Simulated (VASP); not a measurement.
Wanted: the native input for a VASP 6.6.1 run.

```yaml
Task: single point
Functional: LDA
Potentials_or_basis: VASP PAW LDA potentials, release 64 (Ca_sv, Y_sv)
Cutoff: 520 eV
k_mesh: 5 × 5 × 5
Occupations: methfessel-paxton, width 0.1 eV
Spin: no spin polarisation
Dipole_correction: no
Further_INCAR_settings: ALGO = Normal; EDIFF = 1e-06; NBANDS = 28
```

The structure of Ca3Y lies in POSCAR:

```
Ca3Y
1.0
    5.4840363131      0.0000000000      0.0000000000
    0.0000000000      5.4840363131      0.0000000000
    0.0000000000      0.0000000000      5.4840363131
Ca Y
3 1
Direct
    0.0000000000      0.5000000000      0.5000000000
    0.5000000000      0.0000000000      0.5000000000
    0.5000000000      0.5000000000      0.0000000000
    0.0000000000      0.0000000000      0.0000000000
```

One way to write it, as run:

INCAR

```
PREC = Accurate ; ENCUT = 520
EDIFF = 1E-6 ; ISMEAR = 1
SIGMA = 0.1 ; LREAL = False
LASPH = True ; NELM = 80
ALGO = Normal ; ISIF = 2
LWAVE = False ; LCHARG = False
GGA = CA ; NBANDS = 28
```

KPOINTS

```
Automatic mesh
0
Gamma
  5 5 5
```

Potentials or basis: VASP PAW LDA potentials, release 64 (Ca_sv, Y_sv).

Launch:

```bash
$ cat potpaw_LDA.64/Ca_sv/POTCAR potpaw_LDA.64/Y_sv/POTCAR > POTCAR
$ mpirun -np 1 vasp_std > vasp.out
```

Results of the run:

The pressure is -2.8 GPa and the band gap on the k mesh is zero (an odd number of electrons rules out a gap without spin polarisation).

Wall time 68 s on 1 thread of Intel Xeon 8259CL, on a shared host, peak memory 0.24 GiB.
